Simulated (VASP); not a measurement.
AlP: single point with PBE

AlP:

```xyz
2
Lattice="0.0000 2.7365 2.7365 2.7365 0.0000 2.7365 2.7365 2.7365 0.0000" Properties=species:S:1:pos:R:3 pbc="T T T"
Al    0.0000    0.0000    0.0000
P     4.1047    4.1047    4.1047
```

```yaml
Program: VASP 6.6.1
Task: single point
Functional: PBE
Potentials_or_basis: VASP PAW PBE potentials, release 64 (Al, P)
Cutoff: 500 eV
k_mesh: 6 × 6 × 6
Occupations: gaussian, width 0.1 eV
Spin: no spin polarisation
Dipole_correction: no
Further_INCAR_settings: ALGO = Normal; EDIFF = 1e-06; NBANDS = 11
```

```
Pressure               : 1.6 GPa
Band gap on the k mesh : 1.59 eV, indirect (least direct gap 3.24 eV)
```

Levels at points of the mesh, in eV from the valence-band top:
| k point | band 1 | band 2 | band 3 | band 4 | band 5 | band 6 | band 7 | band 8 | band 9 |
| --- | --- | --- | --- | --- | --- | --- | --- | --- | --- |
| (0.00, 0.00, 0.00) | -11.47 | 0.00 | 0.00 | 0.00 | 3.24 | 4.55 | 4.55 | 4.55 | 8.82 |
| (0.50, 0.00, 0.00) | -9.80 | -5.50 | -0.76 | -0.76 | 2.79 | 4.81 | 4.81 | 8.25 | 11.51 |
| (0.50, 0.50, 0.00) | -9.15 | -5.29 | -2.09 | -2.09 | 1.59 | 2.47 | 11.01 | 11.01 | 11.99 |

Wall time 5.6 s on 1 thread of Intel(R) Xeon(R) Platinum 8488C (Sapphire Rapids), on a shared host, peak memory 0.15 GiB.

A k mesh can miss the band edges.
